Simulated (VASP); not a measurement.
A run of VASP 6.6.1 is set up as follows.

The input INCAR:

```
SYSTEM = As
PREC = Accurate
ENCUT = 600
EDIFF = 1E-6
ISMEAR = 0
SIGMA = 0.03
LREAL = .False.
LASPH = .True.
NELM = 120
ALGO = Normal
ISIF = 2
LWAVE = .False.
LCHARG = .False.
GGA = PE
NBANDS = 22
GGA_COMPAT = .False.
```

Contents of KPOINTS:

```
Automatic mesh
0
Gamma
  9 9 9
  0 0 0
```

Contents of POSCAR:

```
As
1.0
    1.8807968987      1.0858785957      3.5140619945
   -1.8807968987      1.0858785957      3.5140619945
    0.0000000000     -2.1717571915      3.5140619945
As
2
Direct
    0.2260000000      0.2260000000      0.2260000000
    0.7740000000      0.7740000000      0.7740000000
```

Potentials or basis: VASP PAW PBE potentials, release 64 (As_d).

Run with:

```console
$ cat potpaw_PBE.64/As_d/POTCAR > POTCAR
$ mpirun -np 1 vasp_std > vasp.out
```

Task: Predict the band gap on the k mesh.

Result: Zero (band 15 reaches 3.83 eV, above the bottom of band 16 at 3.73 eV).

Task: What does it give for the pressure?

Result: 3.8 GPa.

Task: What does it give for the largest force?

Result: 0.445 eV/Å.

Stress tensor (GPa, compression positive):
```
3.91 0.00 0.00
0.00 3.91 0.00
0.00 0.00 3.43
```
